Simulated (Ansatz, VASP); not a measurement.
**One calculation of W, two programs**

```
W
1.0
     1.48853    0.85940    4.18657
    -1.48853    0.85940    4.18657
     0.00000   -1.71880    4.18657
W
2
Direct
  0.25000 0.25000 0.25000
  0.75000 0.75000 0.75000
```

Alike in both runs: functional PBEsol; k mesh 6 × 6 × 6; occupations gaussian, width 0.1 eV; no spin polarisation.

Ansatz relaxed the structure, and its values are those at the end. VASP's run is a single point on that final structure, the one shown.

|  | VASP | Ansatz |
| --- | --- | --- |
| version | VASP 6.6.1 | Ansatz 0.2.0 |
| potentials or method | VASP PAW PBE potentials, release 64 (W_sv), cutoff 520 eV | scalar-relativistic, plane waves, PAW |
| valence electrons in the cell | 28 | 28 |

```csv
,VASP,Ansatz,Ansatz less VASP
gap on the k mesh at the Fermi level (eV),none,none,-
pressure (GPa),0.7,0.0,-0.68
```

VASP's potentials were made for PBE, not for PBEsol. A gap of «none» marks a metal or a gap that the smearing closes.

The k mesh is coarse, so the values compare programs but aren't converged. Neither program's run includes spin-orbit coupling.
